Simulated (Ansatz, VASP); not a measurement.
One calculation of AgCl, two programs

```
CELL_PARAMETERS angstrom
0.00000 2.67706 2.67706
2.67706 0.00000 2.67706
2.67706 2.67706 0.00000
ATOMIC_POSITIONS crystal
Ag 0.99813 0.99813 0.99813
Cl 0.50000 0.50000 0.50000
```

Change from the starting cell: atom 1 moved by [-0.01, -0.01, -0.01] A.

Alike in both runs: task single point; functional LDA; k mesh 8 × 8 × 8; non-collinear spin, spin-orbit coupling.

|  | VASP | Ansatz |
| --- | --- | --- |
| version | VASP 6.6.1 | Ansatz 0.2.0 |
| potentials or method | VASP PAW LDA potentials, release 64 (Ag, Cl), cutoff 520 eV | all-electron LAPW |
| occupations | gaussian, width 0.01 eV | fixed |

Ansatz gave:

```
pressure (GPa)                     : 0.0
rms of the force components (eV/Å) : 0.016
```

**Question.** Which values does VASP return?

**Answer.** Pressure (GPa): 0.0; rms of the force components (eV/Å): 0.017.

LDA's correlation is that of Perdew and Zunger in VASP and of Perdew and Wang (1992) in Ansatz. Atom by atom the forces differ by 0.000 eV/Å (rms over components). Ansatz ran all-electron here, and VASP with PAW potentials.
